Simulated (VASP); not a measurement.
# Al2P3 in VASP: settings compared

Al2P3 is run at these levels: PBE, PBE+D3(BJ); tasks: relaxation of cell and atoms, single point.

Everything below comes from runs of VASP 6.6.1. Logs are shortened: lines on timing, memory, paths and dates and some standing lists are left out, and cuts for length are marked.

## Step 1: The cell of the first run

It takes space group Pmmn (No. 59, orthorhombic). Conventional cell: a = 3.420 Å, b = 6.400 Å, c = 7.893 Å, α = 90.00°, β = 90.00°, γ = 90.00°. Within 3.2 Å of Al (site symmetry m) lie 6 P at 2.41 to 2.59 Å and 1 Al at 3.10 Å. Within 2.8 Å of P (site symmetry mm2) lie 1 P at 2.13 Å and 2 Al at 2.41 Å. Within 2.8 Å of P (site symmetry mm2) lie 1 P at 2.13 Å and 4 Al at 2.49 Å. Within 3.4 Å of P (site symmetry mm2) lie 6 Al at 2.54 to 2.59 Å and 2 P at 3.28 Å.

## Step 2: Relaxation of cell and atoms, PBE

INCAR

```
SYSTEM = Al2P3
  ALGO = Normal
  EDIFF = 1E-6
  EDIFFG = -0.01
  ENCUT = 600
  GGA = PE
  IBRION = 2
  ISIF = 3
  ISMEAR = 0
  LASPH = .TRUE.
  LCHARG = .FALSE.
  LREAL = .FALSE.
  LWAVE = .FALSE.
  NELM = 80
  NSW = 100
  PREC = Accurate
  SIGMA = 0.1
```

KPOINTS

```
k-points
0
G
  12 6 6
  0 0 0
```

POSCAR

```
Al2P3
1.0
    3.4204932873      0.0000000000      0.0000000000
    0.0000000000      6.4002890816      0.0000000000
    0.0000000000      0.0000000000      7.8932901219
Al P
4 6
Direct
    0.0000000000      0.7421463395      0.1935461792
    0.0000000000      0.2578536605      0.1935461792
    0.5000000000      0.7578536605      0.8064538208
    0.5000000000      0.2421463395      0.8064538208
    0.0000000000      0.0000000000      0.4166450773
    0.5000000000      0.5000000000      0.3132492014
    0.0000000000      0.0000000000      0.6867507986
    0.5000000000      0.5000000000      0.5833549227
    0.5000000000      0.0000000000      0.0618121400
    0.0000000000      0.5000000000      0.9381878600
```

Potentials or basis: VASP PAW PBE potentials, release 64 (Al, P).

Started as:

```sh
> cat potpaw_PBE.64/Al/POTCAR potpaw_PBE.64/P/POTCAR > POTCAR
> mpirun -np 1 vasp_std > vasp.out
```

OUTCAR:

```text
SYSTEM = Al2P3
   EDIFF = 1E-6
   EDIFFG = -0.01
   ENCUT = 600
   GGA = PE
   IBRION = 2
   ISIF = 3
   ISMEAR = 0
   LASPH = .TRUE.
   LREAL = .FALSE.
   NELM = 80
   NSW = 100
   PREC = Accurate

 ion  position               nearest neighbor table
   1  0.000  0.742  0.194-   5 2.41   6 2.49   6 2.49  10 2.54   9 2.59   9 2.59   2 3.10   2 3.30

   2  0.000  0.258  0.194-   5 2.41   6 2.49   6 2.49  10 2.54   9 2.59   9 2.59   1 3.10   1 3.30

   3  0.500  0.758  0.806-   8 2.41   7 2.49   7 2.49   9 2.54  10 2.59  10 2.59   4 3.10   4 3.30

   4  0.500  0.242  0.806-   8 2.41   7 2.49   7 2.49   9 2.54  10 2.59  10 2.59   3 3.10   3 3.30

   5  0.000  0.000  0.417-   7 2.13   2 2.41   1 2.41
   6  0.500  0.500  0.313-   8 2.13   2 2.49   1 2.49   1 2.49   2 2.49
   7  0.000  0.000  0.687-   5 2.13   4 2.49   3 2.49   3 2.49   4 2.49
   8  0.500  0.500  0.583-   6 2.13   4 2.41   3 2.41
   9  0.500  0.000  0.062-   3 2.54   4 2.54   1 2.59   2 2.59   1 2.59   2 2.59
  10  0.000  0.500  0.938-   1 2.54   2 2.54   3 2.59   4 2.59   3 2.59   4 2.59

  LATTYP: Found a simple orthorhombic cell.
 ALAT       =     3.4204932873
 B/A-ratio  =     1.8711596673
 C/A-ratio  =     2.3076467220

  Lattice vectors:

 A1 = (   3.4204932873,   0.0000000000,   0.0000000000)
 A2 = (   0.0000000000,   6.4002890816,   0.0000000000)
 A3 = (   0.0000000000,   0.0000000000,   7.8932901219)

Analysis of symmetry for initial positions (statically):
=====================================================================
 Subroutine PRICEL returns:
 Original cell was already a primitive cell.

 Routine SETGRP: Setting up the symmetry group for a
 simple orthorhombic supercell.

 Subroutine GETGRP returns: Found  8 space group operations
 (whereof  4 operations were pure point group operations)
 out of a pool of  8 trial point group operations.

The static configuration has the point symmetry C_2v.
 The point group associated with its full space group is D_2h.

Analysis of symmetry for dynamics (positions and initial velocities):
=====================================================================
 Subroutine PRICEL returns:
 Original cell was already a primitive cell.

 Routine SETGRP: Setting up the symmetry group for a
 simple orthorhombic supercell.

 Subroutine GETGRP returns: Found  8 space group operations
 (whereof  4 operations were pure point group operations)
 out of a pool of  8 trial point group operations.

The dynamic configuration has the point symmetry C_2v.
 The point group associated with its full space group is D_2h.

[... 119 lines left out ...]
   NFREE  =      1    steps in history (QN), initial steepest desc. (CG)
   ISIF   =      3    stress and relaxation
   ISYM   =      2    0-nonsym 1-usesym 2-fastsym
   POTIM  = 0.5000    time-step for ionic-motion
   TEBEG  =    0.0;   TEEND  =   0.0 temperature during run
   PSTRESS=    0.0 pullay stress
   NELECT =      42.0000    total number of electrons
   NUPDOWN=      -1.0000    fix difference up-down
   EMIN   =  10.00;   EMAX   =-10.00  energy-range for DOS
   EFERMI =   0.00;   METHOD = LEGACY
   ISMEAR =     0;   SIGMA  =   0.10  broadening in eV -4-tet -1-fermi 0-gaus
   EFERMI_NEDOS =   21; number of points for ismear=-14 and -15
   IALGO  =     38    algorithm
   IMIX   =      4    mixing-type and parameters
     AMIX     =   0.40;   BMIX     =  1.00
     AMIX_MAG =   1.60;   BMIX_MAG =  1.00
  volume/ion in A,a.u.               =      17.28       116.61
  Fermi-wavevector in a.u.,A,eV,Ry     =   1.021666  1.930670 14.201793  1.043802
  Thomas-Fermi vector in A             =   2.155304
   LORBIT       =      0    0 simple, 1 ext, 2 COOP (PROOUT), +10 PAW based schemes
   GGA     = PE    functional components
   LHFCALC =     F    Hartree Fock is set to
   AEXX    =    0.0000 exact exchange contribution
   IVDW    =     0    specifies the selected vdW correction
   LEPSILON=     F    determine dielectric tensor
   LRPA    =     F    only Hartree local field effects (RPA)
 conjugate gradient relaxation of ions
 non-spin polarized calculation
 Gauss-broadening in eV      SIGMA  =   0.10
  energy-cutoff  :      600.00
  volume of cell :      172.80
 maximum number of plane-waves:      5804
 NGX is ok and might be reduce to    28

--------------------------------------- Ionic step        1  -------------------------------------------

 number of electron      42.0000000 magnetization

 Free energy of the ion-electron system (eV)
  ---------------------------------------------------
  ext. energy  EPLUGINS =         0.00000000
  ---------------------------------------------------
  free energy    TOTEN  =       -49.06803410 eV

  energy without entropy =      -49.05659089  energy(sigma->0) =      -49.06231250

------------------------ aborting loop because EDIFF is reached ----------------------------------------

  FORCE on cell =-STRESS in cart. coord.  units (eV):
  Direction    XX          YY          ZZ          XY          YZ          ZX
  --------------------------------------------------------------------------------------
  -------------------------------------------------------------------------------------
  Total       -0.1250597     -0.4154238     -0.0696999      0.0000000      0.0000000      0.0000000
  in kB       -1.1595288     -3.8517277     -0.6462436      0.0000000      0.0000000      0.0000000
  external PRESSURE =      -1.8858334 kB  Pullay stress =       0.0000000 kB
[... 295 lines left out ...]
--------------------------------------- Ionic step        8  -------------------------------------------

 number of electron      42.0000000 magnetization

 Free energy of the ion-electron system (eV)
  ---------------------------------------------------
  ext. energy  EPLUGINS =         0.00000000
  ---------------------------------------------------
  free energy    TOTEN  =       -49.06894164 eV

  energy without entropy =      -49.05758920  energy(sigma->0) =      -49.06326542

 E-fermi :   6.7695     XC(G=0): -10.1743

 val. band max:        6.7685945548   @ k =   0.0833   0.0000   0.1667
 cond. band min:       6.7866489718   @ k =   0.2500   0.0000   0.1667
 fundamental gap:      0.0180544170
 Fermi energy:         6.7695426436

 k-point     1 :       0.0000    0.0000    0.0000
  band No.  band energies     occupation
      1      -6.6730      2.00000
      2      -5.3148      2.00000
      3      -4.6928      2.00000
      4      -4.2248      2.00000
      5      -2.8976      2.00000
      6      -2.3136      2.00000
[... 709 lines left out ...]
     26      10.4120      0.00000
     27      10.9608      0.00000

 [... further k-points ...]
[... 5 lines left out ...]
  --------------------------------------------------------------------------------------
  -------------------------------------------------------------------------------------
  Total       -0.0278485      0.0015476      0.0004955      0.0000000      0.0000000      0.0000000
  in kB       -0.2587322      0.0143784      0.0046032      0.0000000      0.0000000      0.0000000
  external PRESSURE =      -0.0799169 kB  Pullay stress =       0.0000000 kB
[... 25 lines left out ...]
  FREE ENERGIE OF THE ION-ELECTRON SYSTEM (eV)
  ---------------------------------------------------
  free  energy   TOTEN  =       -49.0689416441 eV

  energy  without entropy=      -49.0575891959  energy(sigma->0) =      -49.06326542

 reached required accuracy - stopping structural energy minimisation
```

OSZICAR:

```text
N       E                     dE             d eps       ncg     rms          rms(c)
DAV:   1     0.148420540946E+03    0.14842E+03   -0.18627E+04  6048   0.148E+03
DAV:   2    -0.362785768629E+02   -0.18470E+03   -0.18005E+03  7493   0.200E+02
DAV:   3    -0.496055346080E+02   -0.13327E+02   -0.13059E+02  7725   0.515E+01
[... 45 lines left out ...]
DAV:   2    -0.490689189314E+02    0.65481E-07   -0.22230E-07  3261   0.289E-03
   7 F= -.49068919E+02 E0= -.49063233E+02  d E =-.452029E-04
       N       E                     dE             d eps       ncg     rms          rms(c)
DAV:   1    -0.490689398457E+02   -0.20849E-04   -0.78054E-04  6254   0.129E-01    0.147E-02
DAV:   2    -0.490689421381E+02   -0.22924E-05   -0.41793E-05  7820   0.331E-02    0.589E-03
DAV:   3    -0.490689416441E+02    0.49400E-06   -0.10090E-06  3953   0.554E-03
   8 F= -.49068942E+02 E0= -.49063265E+02  d E =-.227126E-04
```

Wall time 13 min (1 thread of Intel Xeon 6975P-C (Granite Rapids), shared host); peak memory 0.66 GiB.

What came out:

```yaml
Free_energy: -49.0689 eV
Relaxed_volume: 17.24 Å³/atom
Relaxed_cell: a = 3.418 Å, b = 6.384 Å, c = 7.902 Å, α = 90.00°, β = 90.00°, γ = 90.00°
Space_group_after_relaxing_to_0.05_Å: Pmmn (No. 59)
Energy_gained_by_relaxing: 0.1 meV/atom
Ionic_steps: 8
Pressure_after_relaxing: 0.0 GPa
Largest_force_after_relaxing: 0.009 eV/Å
Band_gap_on_the_k_mesh: zero (band 21 reaches 8.68 eV, above the bottom of band 22 at 5.55 eV)
```

Forces on the atoms (eV/Å):
```
Al   0.000 -0.001  0.001
Al   0.000  0.001  0.001
Al   0.000  0.001 -0.001
Al   0.000 -0.001 -0.001
P    0.000  0.000 -0.009
P    0.000  0.000 -0.001
P    0.000  0.000  0.001
P    0.000  0.000  0.009
P    0.000  0.000 -0.005
P    0.000  0.000  0.005
```

Step by step:
| step | energy change (eV) | largest force (eV/Å) | pressure (GPa) | volume (Å³) |
| --- | --- | --- | --- | --- |
| 1 | 0.0000 | 0.0470 | -0.19 | 172.80 |
| 2 | -0.0006 | 0.0203 | 0.09 | 172.29 |
| 3 | -0.0006 | 0.0198 | 0.10 | 172.29 |
| 4 | -0.0008 | 0.0216 | 0.03 | 172.38 |
| 5 | -0.0008 | 0.0221 | 0.02 | 172.40 |
| 6 | -0.0009 | 0.0140 | -0.01 | 172.47 |
| 7 | -0.0009 | 0.0136 | -0.01 | 172.46 |
| 8 | -0.0009 | 0.0085 | -0.01 | 172.45 |

Final structure:
```xyz
10
Lattice="3.4184 0.0000 0.0000 0.0000 6.3837 0.0000 0.0000 0.0000 7.9024" Properties=species:S:1:pos:R:3 pbc="T T T"
Al    3.4184    4.7380    1.5305
Al    0.0000    1.6457    1.5305
Al    1.7092    4.8376    6.3719
Al    1.7092    1.5461    6.3719
P     0.0000    0.0000    3.2927
P     1.7092    3.1919    2.4818
P     0.0000    0.0000    5.4206
P     1.7092    3.1919    4.6097
P     1.7092    0.0000    0.4862
P     0.0000    3.1919    7.4162
```

Levels at points of the mesh, in eV from the Fermi level:
```
           k point  band 20  band 21  band 22  band 23  band 24  band 25
(0.00, 0.00, 0.00)     0.17     1.75     1.87     2.39     2.40     2.84
(0.50, 0.00, 0.00)    -2.31     0.00     0.00     1.34     1.34     2.16
(0.00, 0.50, 0.00)     0.06     1.47     1.47     2.80     2.80     3.13
(0.50, 0.50, 0.00)    -1.07    -0.21    -0.21     0.63     0.63     1.13
(0.00, 0.00, 0.50)     0.30     1.91     1.98     1.99     2.28     2.32
(0.50, 0.00, 0.50)    -1.92    -1.08    -1.08     0.98     0.98     4.09
(0.00, 0.50, 0.50)    -0.48     1.50     1.50     2.13     2.13     2.19
(0.50, 0.50, 0.50)    -1.68    -0.96    -0.96     1.07     1.07     2.08
```

## Step 3: Single point, PBE

INCAR

```
ALGO = Normal
EDIFF = 1E-7
ENCUT = 520
GGA = PE
ISIF = 2
ISMEAR = 0
LASPH = True
LCHARG = False
LREAL = False
LWAVE = False
NBANDS = 32
NELM = 60
PREC = Accurate
SIGMA = 0.1
```

KPOINTS

```
k-points
0
Gamma
  6 4 2
```

POSCAR is that of step 2.

Potentials or basis: VASP PAW PBE potentials, release 64 (Al, P).

Started as:

```sh
> cat potpaw_PBE.64/Al/POTCAR potpaw_PBE.64/P/POTCAR > POTCAR
> mpirun -np 1 vasp_std > vasp.out
```

Run time: 77 s. Hardware: 1 thread of Intel Xeon 6975P-C (Granite Rapids), shared host; peak memory 0.29 GiB.

Results (log left out):

```
Free energy            : -48.9713 eV
Pressure               : -0.2 GPa
Largest force          : 0.178 eV/Å
Band gap on the k mesh : zero (band 21 reaches 8.66 eV, above the bottom of band 22 at 5.68 eV)
```

Forces in eV/Å, atoms in the order of the input:
```
Al   0.000 -0.008 -0.055
Al   0.000  0.008 -0.055
Al   0.000  0.008  0.055
Al   0.000 -0.008  0.055
P    0.000  0.000  0.167
P    0.000  0.000  0.178
P    0.000  0.000 -0.178
P    0.000  0.000 -0.167
P    0.000  0.000 -0.052
P    0.000  0.000  0.052
```

Stress tensor (GPa, compression positive):
```
-0.42  0.00  0.00
 0.00 -0.41  0.00
 0.00  0.00  0.32
```

Levels at points of the mesh, in eV from the Fermi level:
```tsv
k point	band 19	band 20	band 21	band 22	band 23	band 24	band 25	band 26
(0.00, 0.00, 0.00)	0.01	0.04	1.59	1.69	2.26	2.31	2.67	2.97
(0.50, 0.00, 0.00)	-2.43	-2.43	-0.12	-0.12	1.22	1.22	2.02	2.02
(0.00, 0.50, 0.00)	-0.04	-0.04	1.29	1.29	2.69	2.69	3.00	3.00
(0.50, 0.50, 0.00)	-1.22	-1.22	-0.34	-0.34	0.49	0.49	1.00	1.00
(0.00, 0.00, 0.50)	-0.32	0.18	1.77	1.81	1.86	2.15	2.16	2.96
(0.50, 0.00, 0.50)	-2.04	-2.04	-1.20	-1.20	0.85	0.85	3.96	3.96
(0.00, 0.50, 0.50)	-0.61	-0.61	1.38	1.38	1.97	1.97	2.07	2.07
(0.50, 0.50, 0.50)	-1.86	-1.86	-1.11	-1.11	0.91	0.91	1.96	1.96
```

Caveat: the k points lie up to 0.40 Å⁻¹ apart.

## Step 4: Single point, PBE

This run uses another cell than the first one, of the same volume but with other edges.

INCAR

```
  ALGO = Normal
  EDIFF = 1E-6
  ENCUT = 520
  GGA = PE
  ISIF = 2
  ISMEAR = 0
  LASPH = T
  LCHARG = F
  LREAL = F
  LWAVE = F
  NBANDS = 32
  NELM = 60
  PREC = Accurate
  SIGMA = 0.2
```

KPOINTS

```
k-points
0
Gamma
  6 4 4
```

POSCAR

```
Al2P3
1.0
   -0.0001231816     -3.3355408728      0.7575892020
   -6.4002851256     -0.0009996524     -0.0070455569
    0.0018182384      1.5807722159     -8.4533551181
Al P
4 6
Direct
    1.0561419447      1.0078472639      0.3064533529
    1.0558856692      0.4921399429      0.3062189630
    0.9437891836      0.9921712475      0.6935457112
    0.9440259321      0.5078549626      0.6937891085
    0.8327166994      0.7502664864      0.0833544548
    0.4364950493      0.2500223470      0.1867503306
    0.5635140784      0.7499760019      0.8132490975
    0.1674413882      0.2497408805      0.9166495347
    0.6879688828      0.7498994149      0.4381873921
    0.3120211723      0.2500814524      0.5618020548
```

Started as:

```sh
> cat potpaw_PBE.64/Al/POTCAR potpaw_PBE.64/P/POTCAR > POTCAR
> mpirun -np 1 vasp_std > vasp.out
```

Wall time 2.9 min (1 thread of Intel Xeon 6975P-C (Granite Rapids), shared host); peak memory 0.38 GiB.

It converged, with:

```yaml
Free_energy: -49.0736 eV
Pressure: -0.2 GPa
Largest_force: 0.061 eV/Å
Band_gap_on_the_k_mesh: zero (band 21 reaches 8.65 eV, above the bottom of band 22 at 5.68 eV)
```

Forces on the atoms (eV/Å):
```
Al  -0.001 -0.003 -0.011
Al   0.002 -0.004 -0.012
Al   0.002  0.002  0.011
Al  -0.003  0.003  0.012
P    0.001  0.015  0.053
P    0.000  0.026  0.055
P    0.000 -0.026 -0.055
P    0.000 -0.014 -0.053
P   -0.002 -0.002  0.012
P    0.001  0.002 -0.013
```

Stress tensor (GPa, compression positive):
```
-0.15  0.00 -0.02
 0.00 -0.09 -0.03
-0.02 -0.03 -0.23
```

Levels at points of the mesh, in eV from the Fermi level:
| k point | band 18 | band 19 | band 20 | band 21 | band 22 | band 23 | band 24 | band 25 | band 26 | band 27 |
| --- | --- | --- | --- | --- | --- | --- | --- | --- | --- | --- |
| (0.00, 0.00, 0.00) | -0.24 | -0.07 | -0.04 | 1.52 | 1.63 | 2.18 | 2.21 | 2.58 | 2.89 | 3.11 |
| (0.50, 0.00, 0.00) | -2.56 | -2.12 | -2.12 | -1.28 | -1.28 | 0.76 | 0.76 | 3.88 | 3.88 | 3.97 |
| (0.00, 0.50, 0.00) | -1.51 | -0.14 | -0.14 | 1.23 | 1.23 | 2.59 | 2.60 | 2.91 | 2.92 | 3.83 |
| (0.50, 0.50, 0.00) | -2.06 | -1.92 | -1.92 | -1.20 | -1.19 | 0.83 | 0.83 | 1.86 | 1.86 | 3.45 |
| (0.00, 0.00, 0.50) | -0.65 | -0.40 | 0.09 | 1.69 | 1.74 | 1.77 | 2.06 | 2.08 | 2.88 | 2.95 |
| (0.50, 0.00, 0.50) | -2.56 | -2.51 | -2.51 | -0.20 | -0.20 | 1.13 | 1.13 | 1.93 | 1.93 | 3.38 |
| (0.00, 0.50, 0.50) | -0.94 | -0.70 | -0.69 | 1.29 | 1.30 | 1.90 | 1.90 | 1.98 | 1.99 | 3.48 |
| (0.50, 0.50, 0.50) | -2.36 | -1.30 | -1.30 | -0.41 | -0.41 | 0.40 | 0.40 | 0.91 | 0.91 | 2.10 |

## Step 5: Single point, PBE+D3(BJ)

INCAR

```
  ALGO = Normal
  EDIFF = 1E-6
  ENCUT = 500
  GGA = PE
  GGA_COMPAT = False
  ISIF = 2
  ISMEAR = 0
  IVDW = 12
  LASPH = True
  LCHARG = False
  LREAL = False
  LWAVE = False
  NBANDS = 32
  NELM = 120
  PREC = Accurate
  SIGMA = 0.1
```

KPOINTS

```
k-points
0
Gamma
  12 6 6
```

POSCAR

```
Al2P3
1.0
    3.4181959261      0.0000000000      0.0000000000
    0.0000000000      6.3873115642      0.0000000000
    0.0000000000      0.0000000000      7.9066097360
Al P
4 6
Direct
    0.0000000000      0.7421309790      0.1936794828
    0.0000000000      0.2578690210      0.1936794828
    0.5000000000      0.7578690210      0.8063205172
    0.5000000000      0.2421309790      0.8063205172
    0.0000000000      0.0000000000      0.4164189111
    0.5000000000      0.5000000000      0.3138684622
    0.0000000000      0.0000000000      0.6861315378
    0.5000000000      0.5000000000      0.5835810889
    0.5000000000      0.0000000000      0.0614748407
    0.0000000000      0.5000000000      0.9385251593
```

Started as:

```sh
> cat potpaw_PBE.64/Al/POTCAR potpaw_PBE.64/P/POTCAR > POTCAR
> mpirun -np 1 vasp_std > vasp.out
```

Wall time 13 min (1 thread of Intel Xeon 8259CL, shared host); peak memory 0.55 GiB.

Results (log left out):

| Item | Value |
| --- | --- |
| Free energy | -52.7943 eV |
| Pressure | -3.7 GPa |
| Largest force | 0.048 eV/Å |
| Band gap on the k mesh | zero (band 21 reaches 8.65 eV, above the bottom of band 22 at 5.54 eV) |
| Dispersion energy per atom | -0.373 eV |

Forces on the atoms (eV/Å):
```
Al   0.000 -0.001  0.001
Al   0.000  0.001  0.001
Al   0.000  0.001 -0.001
Al   0.000 -0.001 -0.001
P    0.000  0.000  0.042
P    0.000  0.000  0.048
P    0.000  0.000 -0.048
P    0.000  0.000 -0.042
P    0.000  0.000 -0.015
P    0.000  0.000  0.015
```

Stress tensor (GPa, compression positive):
```
-3.65  0.00  0.00
 0.00 -3.73  0.00
 0.00  0.00 -3.83
```

Levels at points of the mesh, in eV from the Fermi level:
```tsv
k point	band 20	band 21	band 22	band 23	band 24	band 25
(0.00, 0.00, 0.00)	0.18	1.76	1.87	2.40	2.40	2.83
(0.50, 0.00, 0.00)	-2.31	0.00	0.00	1.33	1.33	2.15
(0.00, 0.50, 0.00)	0.07	1.47	1.47	2.80	2.80	3.14
(0.50, 0.50, 0.00)	-1.07	-0.21	-0.21	0.62	0.62	1.13
(0.00, 0.00, 0.50)	0.31	1.89	1.98	1.98	2.27	2.32
(0.50, 0.00, 0.50)	-1.91	-1.08	-1.08	0.98	0.98	4.07
(0.00, 0.50, 0.50)	-0.48	1.50	1.50	2.13	2.13	2.18
(0.50, 0.50, 0.50)	-1.68	-0.96	-0.96	1.06	1.06	2.08
```

Caveat: three body term missing; pairwise dispersion overbinds metals, which lowers pressure and volume.

## Step 6: Overview

| task | level | cell | k mesh | cutoff (eV) | smearing | gap on the mesh (eV) | pressure (GPa) | largest force (eV/Å) |
| --- | --- | --- | --- | --- | --- | --- | --- | --- |
| relaxation of cell and atoms | PBE | relaxed from a = 3.420, b = 6.400, c = 7.893 Å, 10 atoms | 12 × 6 × 6 | 600 | gaussian 0.1 eV | none | 0.0 | 0.01 |
| single point | PBE | a = 3.420, b = 6.400, c = 7.893 Å, 10 atoms | 6 × 4 × 2 | 520 | gaussian 0.1 eV | none | -0.2 | 0.18 |
| single point | PBE | a = 3.420, b = 6.400, c = 8.600 Å, angles 90.0, 113.4, 90.0°, 10 atoms | 6 × 4 × 4 | 520 | gaussian 0.2 eV | none | -0.2 | 0.06 |
| single point | PBE+D3(BJ) | a = 3.418, b = 6.387, c = 7.907 Å, 10 atoms | 12 × 6 × 6 | 500 | gaussian 0.1 eV | none | -3.7 | 0.05 |

Alike in all rows: potentials or basis VASP PAW PBE potentials, release 64 (Al, P); no spin polarisation.

Caveats: some runs use coarse meshes; three body term missing (some runs); pairwise dispersion overbinds metals, which lowers pressure and volume (some runs).

Absolute energies hang on the potentials; compare differences alone.
